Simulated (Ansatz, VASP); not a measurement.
## Two plane-wave programs on Ge

```
Ge
1.0
    -2.67791    2.68114    1.48129
     2.68114   -2.67791    1.48129
     2.69246    2.69246   -1.47537
Ge
2
Direct
  0.99976 0.00024 0.00000
  0.75024 0.24976 0.50000
```

Alike in both runs: task single point; functional RPBE; k mesh 14 × 14 × 10; occupations fermi-dirac, width 0.1 eV; no spin polarisation.

|  | VASP | Ansatz |
| --- | --- | --- |
| version | VASP 6.6.1 | Ansatz 0.2.0 |
| potentials or method | VASP PAW PBE potentials, release 64 (Ge_d), cutoff 520 eV | plane waves (420 eV) with PAW, scalar-relativistic |
| valence electrons in the cell | 28 | 28 |

|  | VASP | Ansatz | Ansatz less VASP |
| --- | --- | --- | --- |
| pressure (GPa) | -4.0 | -4.0 | 0.00 |
| traceless stress, the component that is largest in VASP (GPa) | 0.32 | 0.32 | +0.004 |

VASP's potentials were made for PBE, not for RPBE. With one functional, cell and mesh, what is left measures potentials, basis and numerics.
